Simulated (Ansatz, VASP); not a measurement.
**One calculation of Na, two programs**

The input INCAR:

```
  PREC = Accurate
  ENCUT = 520
  EDIFF = 1E-6
  ISMEAR = 0
  SIGMA = 0.1
  LREAL = F
  LASPH = T
  NELM = 80
  ALGO = Fast
  ISIF = 2
  LWAVE = F
  LCHARG = T
  GGA = PE
  LELF = T
  LVHAR = T
  NBANDS = 14
```

Contents of KPOINTS:

```
Automatic mesh
0
Gamma
  15 15 8
```

The input POSCAR:

```
Na
1.0
    3.9201672582      0.0000000000      0.0000000000
   -1.9600836291      3.3949644326      0.0000000000
    0.0000000000      0.0000000000      6.4965316400
Na
2
Direct
    0.3333333333      0.6666666667      0.2500000000
    0.6666666667      0.3333333333      0.7500000000
```

Input for Ansatz:

```yaml
crystal:
  lattice:
    - [3.9201672582, 0.0, 0.0]
    - [-1.9600836291, 3.3949644326, 0.0]
    - [0.0, 0.0, 6.49653164]
  atoms:
    - { symbol: Na, position: [0.3333333333, 0.6666666667, 0.25] }
    - { symbol: Na, position: [0.6666666667, 0.3333333333, 0.75] }
basis:
  ecutwfc: 420
kpoints:
  mp_grid: { grid: [15, 15, 8] }
hamiltonian:
  xc: pbe
scf:
  occupations: { method: gaussian, width: 0.1 }
output:
  forces: true
  stress: true
  eigenvalues: true
```

Alike in both runs: task single point; functional PBE; k mesh 15 × 15 × 8; occupations gaussian, width 0.1 eV; no spin polarisation.

|  | VASP | Ansatz |
| --- | --- | --- |
| version | VASP 6.6.1 | Ansatz 0.2.0 |
| potentials or method | VASP PAW PBE potentials, release 64 (Na_pv), cutoff 520 eV | scalar-relativistic, plane waves, PAW |
| valence electrons in the cell | 14 | 18 |

|  | VASP | Ansatz | Ansatz less VASP |
| --- | --- | --- | --- |
| gap on the k mesh at the Fermi level (eV) | none | none | - |
| pressure (GPa) | -0.9 | -0.9 | 0.00 |
| traceless stress, the component that is largest in VASP (GPa) | -0.09 | -0.09 | +0.001 |

A gap of «none» marks a metal or a gap that the smearing closes. The functional is the same, so the differences come from potentials, cutoffs and numerics. VASP's potentials hold 14 valence electrons a cell and Ansatz's 18, so a difference there can come from the potentials and not from the codes.
